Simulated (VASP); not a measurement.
The system is Cu.

```xyz
2
Lattice="2.9511 0.0000 0.0000 0.0000 2.9511 0.0000 0.0000 0.0000 2.7039" Properties=species:S:1:pos:R:3 pbc="T T T"
Cu    0.0000    0.0000    0.0000
Cu    1.4755    1.4755    1.3520
```

This cell differs from its parent crystal: strain along c alone, the other axes held: -2.0 %.

Base run:

```yaml
Program: VASP 6.6.1
Functional: PBE
Potentials_or_basis: VASP PAW PBE potentials, release 64 (Cu)
Cutoff: 520 eV
k_mesh: 14 × 14 × 16
Occupations: gaussian, width 0.1 eV
Spin: no spin polarisation
```

Its results: band gap on the k mesh zero (band 11 reaches 13.75 eV, above the bottom of band 12 at 6.10 eV); pressure 4.3 GPa.

Task: The run is repeated on the same cell with these changes: potentials or basis from VASP PAW PBE potentials, release 64 (Cu) to VASP PAW PBE potentials, release 64 (Cu_sv_GW); cutoff from 520 eV to 700 eV; further incar settings from ALGO = Fast; EDIFF = 1e-06; NBANDS = 18 to ALGO = Normal; EDIFF = 1e-06; NBANDS = 26; valence electrons from 22 to 38. What comes out?

Result: Band gap on the k mesh zero (band 19 reaches 13.74 eV, above the bottom of band 20 at 6.13 eV); pressure -2.1 GPa.
